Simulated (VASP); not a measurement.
Wanted: the native input for a VASP 6.6.1 run.

- Task: single point
- Functional: PBE
- Potentials or basis: VASP PAW PBE potentials, release 64 (Al, As)
- Cutoff: 500 eV
- k mesh: 6 × 6 × 6
- Occupations: gaussian, width 0.01 eV
- Spin: no spin polarisation
- Dipole correction: no
- Further INCAR settings: ALGO = Normal; EDIFF = 1e-06; NBANDS = 11

The structure of AlAs lies in POSCAR:

```
AlAs
1.0
    0.0000000000      2.7123269527      2.7123269527
    2.7123269527      0.0000000000      2.7123269527
    2.7123269527      2.7123269527      0.0000000000
Al As
1 1
Direct
    0.0000000000      0.0000000000      0.0000000000
    0.2500000000      0.2500000000      0.2500000000
```

The input as run:

INCAR

```
PREC = Accurate ; ENCUT = 500
EDIFF = 1E-6 ; ISMEAR = 0
SIGMA = 0.01 ; LREAL = F
LASPH = T ; NELM = 120
ALGO = Normal ; ISIF = 2
LWAVE = F ; LCHARG = F
GGA = PE ; NBANDS = 11
GGA_COMPAT = F
```

KPOINTS

```
Automatic mesh
0
Gamma
  6 6 6
```

Potentials or basis: VASP PAW PBE potentials, release 64 (Al, As).

Launch:

```sh
$ cat potpaw_PBE.64/Al/POTCAR potpaw_PBE.64/As/POTCAR > POTCAR
$ mpirun -np 1 vasp_std > vasp.out
```

Results of the run:

The pressure is 15.9 GPa and the band gap on the k mesh is 1.18 eV, indirect (least direct gap 3.12 eV).

It took 4.2 s on 1 thread of AMD EPYC 9R45 96-Core Processor (Zen 5) (shared host), peak memory 0.12 GiB.
